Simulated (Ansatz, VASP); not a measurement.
## C: VASP beside Ansatz

INCAR

```
SYSTEM = C
  PREC = Accurate
  ENCUT = 520
  EDIFF = 1E-6
  ISMEAR = 0
  SIGMA = 0.05
  LREAL = .False.
  LASPH = .True.
  NELM = 80
  ALGO = Normal
  ISIF = 2
  LWAVE = .False.
  LCHARG = .False.
  GGA = PE
  NBANDS = 11
```

KPOINTS

```
Automatic mesh
0
Gamma
  12 12 12
  0 0 0
```

File POSCAR:

```
C
1.0
    0.0000000000      1.7701057856      1.6867338031
    1.7701057856      0.0000000000      1.6867338031
    1.7701057856      1.7701057856      0.0000000000
C
2
Direct
    0.5000000000      0.5000000000      0.5000000000
    0.7500000000      0.7500000000      0.7500000000
```

Input for Ansatz:

```yaml
crystal:
  lattice:
    - [0.0, 1.7701057856, 1.6867338031]
    - [1.7701057856, 0.0, 1.6867338031]
    - [1.7701057856, 1.7701057856, 0.0]
  atoms:
    - { symbol: C, position: [0.5, 0.5, 0.5] }
    - { symbol: C, position: [0.75, 0.75, 0.75] }
basis:
  ecutwfc: 520.0
kpoints:
  mp_grid: { grid: [12, 12, 12] }
hamiltonian:
  xc: pbe
  pseudopotentials: { kind: paw, azcp: { folder: soft_1 } }
scf:
  occupations: { method: gaussian, width: 0.05 }
output:
  forces: true
  stress: true
  eigenvalues: true
```

Alike in both runs: task single point; functional PBE; k mesh 12 × 12 × 12; occupations gaussian, width 0.05 eV; no spin polarisation.

|  | VASP | Ansatz |
| --- | --- | --- |
| version | VASP 6.6.1 | Ansatz 0.2.0 |
| potentials or method | VASP PAW PBE potentials, release 64 (C), cutoff 520 eV | scalar-relativistic, plane waves, PAW |
| valence electrons in the cell | 8 | 8 |

VASP gave:

* gap on the k mesh at the Fermi level (eV): 3.06
* least direct gap on the mesh (eV): 4.92

Question: Estimate Ansatz's values.

Answer: gap on the k mesh at the Fermi level (eV): 3.07; least direct gap on the mesh (eV): 4.92.
